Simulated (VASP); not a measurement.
Input of a VASP 6.6.1 run:

INCAR

```
PREC = Accurate
ENCUT = 520
EDIFF = 1E-6
ISMEAR = 0
SIGMA = 0.15
LREAL = False
LASPH = True
NELM = 60
ALGO = Normal
ISIF = 2
LWAVE = False
LCHARG = False
GGA = CA
NBANDS = 11
```

The input KPOINTS:

```
regular mesh
0
Gamma
  20 20 20
```

The input POSCAR:

```
Pt
1.0
   -0.1946767288      1.8688965969      1.8688965969
    1.8688965969     -0.1946767288      1.8688965969
    1.8688965969      1.8688965969     -0.1946767288
Pt
1
Direct
    0.0000000000      0.0000000000      0.0000000000
```

Potentials or basis: VASP PAW LDA potentials, release 64 (Pt).

Run with:

```console
$ cat potpaw_LDA.64/Pt/POTCAR > POTCAR
$ mpirun -np 1 vasp_std > vasp.out
```

(1) Predict the pressure.

(2) What does it give for the band gap on the k mesh?

## Answers

(1) 0.8 GPa.

(2) zero (bands 5 and 6 overlap by 3.13 eV).

Caveat: spin-orbit coupling is left out, which moves the levels of the heavy elements.
